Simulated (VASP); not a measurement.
Set up this calculation in VASP 6.6.1, as the native input.

```yaml
Task: single point
Functional: r2SCAN
Potentials_or_basis: VASP PAW PBE potentials, release 64 (B, N)
Cutoff: 520 eV
k_mesh: 12 × 12 × 6
Occupations: gaussian, width 0.02 eV
Spin: no spin polarisation
Dipole_correction: no
Further_INCAR_settings: ALGO = Normal; EDIFF = 1e-06; NBANDS = 16
```

Crystal: BN.

```
CELL_PARAMETERS angstrom
2.54397 0.00000 0.00000
-1.27198 2.20314 0.00000
0.00000 0.00000 4.20774
ATOMIC_POSITIONS crystal
B 0.66667 0.33333 0.99980
B 0.33333 0.66667 0.49980
N 0.66667 0.33333 0.62520
N 0.33333 0.66667 0.12520
```

The input as run:

POSCAR

```
BN
1.0
    2.5439665246      0.0000000000      0.0000000000
   -1.2719832623      2.2031396367      0.0000000000
    0.0000000000      0.0000000000      4.2077449334
B N
2 2
Direct
    0.6666666667      0.3333333333      0.9997995909
    0.3333333333      0.6666666667      0.4997995909
    0.6666666667      0.3333333333      0.6252004091
    0.3333333333      0.6666666667      0.1252004091
```

INCAR.step1

```
PREC     = Accurate       # precision mode
ENCUT    = 520            # plane-wave cutoff, eV
ISMEAR   = 0              # smearing method
SIGMA    = 0.02           # smearing width, eV
LREAL    = False          # projectors in reciprocal space
LASPH    = True           # aspherical terms in the spheres
NELM     = 80             # most SCF steps
NBANDS   = 16             # bands
GGA      = PE             # functional
ALGO     = Normal         # electronic algorithm
EDIFF    = 1E-4           # SCF threshold, eV
LWAVE    = True           # write WAVECAR
LCHARG   = False          # write CHGCAR
```

INCAR.step2

```
PREC     = Accurate       # precision mode
ENCUT    = 520            # plane-wave cutoff, eV
EDIFF    = 1E-6           # SCF threshold, eV
ISMEAR   = 0              # smearing method
SIGMA    = 0.02           # smearing width, eV
LREAL    = False          # projectors in reciprocal space
LASPH    = True           # aspherical terms in the spheres
NELM     = 80             # most SCF steps
ALGO     = Normal         # electronic algorithm
ISIF     = 2              # what is computed and relaxed
LWAVE    = False          # write WAVECAR
LCHARG   = True           # write CHGCAR
METAGGA  = R2SCAN         # meta-GGA
LMIXTAU  = True         
LELF     = True           # ELF
LVHAR    = True         
NBANDS   = 16             # bands
ISTART   = 1
```

KPOINTS

```
Automatic mesh
0
Gamma
  12 12 6
```

Potentials or basis: VASP PAW PBE potentials, release 64 (B, N).

Command:

```sh
$ cat potpaw_PBE.64/B/POTCAR potpaw_PBE.64/N/POTCAR > POTCAR
$ cp INCAR.step1 INCAR
$ mpirun -np 1 vasp_std > vasp.out
$ cp INCAR.step2 INCAR
$ mpirun -np 1 vasp_std > vasp.out
```

It gave:

```yaml
Pressure: 1.1 GPa
Largest_force: 0.003 eV/Å
Band_gap_on_the_k_mesh: 5.72 eV, indirect (least direct gap 8.98 eV)
```

Caveat: the PAW data sets were made with another functional, which shifts forces and pressure a little.

It took 110 s on 1 thread of Intel Xeon 6975P-C, on a shared host, peak memory 0.15 GiB.
